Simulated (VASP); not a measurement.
Input of a VASP 6.6.1 run:

Contents of INCAR:

```
ALGO = Normal
EDIFF = 1E-6
ENCUT = 520
GGA = PE
ISIF = 2
ISMEAR = 0
IVDW = 12
LASPH = True
LCHARG = False
LREAL = False
LWAVE = False
NBANDS = 8
NELM = 60
PREC = Accurate
SIGMA = 0.15
```

The input KPOINTS:

```
k-points
0
Gamma
  28 28 28
```

POSCAR

```
Si
1.0
    0.0000000000      1.7104683992      1.9005204435
    1.9005204435      0.0000000000      1.9005204435
    1.9005204435      1.7104683992      0.0000000000
Si
1
Direct
    0.0000000000      0.0000000000      0.0000000000
```

Potentials or basis: VASP PAW PBE potentials, release 64 (Si).

Run with:

```sh
$ cat potpaw_PBE.64/Si/POTCAR > POTCAR
$ mpirun -np 1 vasp_std > vasp.out
```

(1) Predict the band gap on the k mesh.

(2) What does it give for the pressure?

(3) Estimate the dispersion energy per atom.

Results:

(1) zero (bands 2 and 3 overlap by 16.09 eV).

(2) 12.2 GPa.

(3) -0.505 eV.

Caveat: the cell differs from its parent crystal (strain -0.1000 x Voigt [0, 1, 0, 0, 0, 0]); the cell stands under pressure.
